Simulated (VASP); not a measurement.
A run of VASP 6.6.1 is set up as follows.

The input POSCAR:

```
TlBSe2
1.0
    0.0000000000      0.0000000000      6.1976450000
    3.8888600000     -3.8888600000      3.0988220000
    3.8888600000      3.8888600000     -3.0988220000
Tl B Se
2 2 4
Direct
    0.2500000000      0.0000000000      0.0000000000
    0.7500000000      0.0000000000      0.0000000000
    0.7500000000      0.5000000000      0.5000000000
    0.2500000000      0.5000000000      0.5000000000
    0.6570000000      0.5000000000      0.8140000000
    0.1570000000      0.1860000000      0.5000000000
    0.3430000000      0.5000000000      0.1860000000
    0.8430000000      0.8140000000      0.5000000000
```

INCAR.step1

```
SYSTEM = TlBSe2
PREC     = Accurate       ! precision mode
ENCUT    = 520            ! plane-wave cutoff, eV
ISMEAR   = -1             ! smearing method
SIGMA    = 0.1462         ! smearing width, eV
LREAL    = .FALSE.        ! projectors in reciprocal space
LASPH    = .TRUE.         ! aspherical terms in the spheres
NELM     = 60             ! most SCF steps
NBANDS   = 38             ! bands
GGA      = PE             ! functional
ALGO     = Normal         ! electronic algorithm
EDIFF    = 1E-4           ! SCF threshold, eV
LWAVE    = .TRUE.         ! write WAVECAR
LCHARG   = .FALSE.        ! write CHGCAR
```

Contents of INCAR.step2:

```
SYSTEM = TlBSe2
PREC     = Accurate       ! precision mode
ENCUT    = 520            ! plane-wave cutoff, eV
EDIFF    = 1E-6           ! SCF threshold, eV
ISMEAR   = -1             ! smearing method
SIGMA    = 0.1462         ! smearing width, eV
LREAL    = .FALSE.        ! projectors in reciprocal space
LASPH    = .TRUE.         ! aspherical terms in the spheres
NELM     = 60             ! most SCF steps
ALGO     = Normal         ! electronic algorithm
ISIF     = 2              ! what is computed and relaxed
LWAVE    = .FALSE.        ! write WAVECAR
LCHARG   = .FALSE.        ! write CHGCAR
METAGGA  = R2SCAN         ! meta-GGA
LMIXTAU  = .TRUE.       
NBANDS   = 38             ! bands
ISTART   = 1
```

The input KPOINTS:

```
Automatic mesh
0
G
  4 4 4
  0 0 0
```

Potentials or basis: VASP PAW PBE potentials, release 64 (Tl_d, B, Se).

The run is started by

```sh
$ cat potpaw_PBE.64/Tl_d/POTCAR potpaw_PBE.64/B/POTCAR potpaw_PBE.64/Se/POTCAR > POTCAR
$ cp INCAR.step1 INCAR
$ mpirun -np 1 vasp_std > vasp.out
$ cp INCAR.step2 INCAR
$ mpirun -np 1 vasp_std > vasp.out
```

(1) What does it give for the pressure?

(2) What does it give for the largest force?

(3) Estimate the band gap on the k mesh.

Results:

(1) -7.0 GPa.

(2) 2.645 eV/Å.

(3) 0.44 eV, direct.

Caveat: the PAW data sets were made with another functional, which shifts forces and pressure a little; spin-orbit coupling is left out, which moves the levels of the heavy elements.
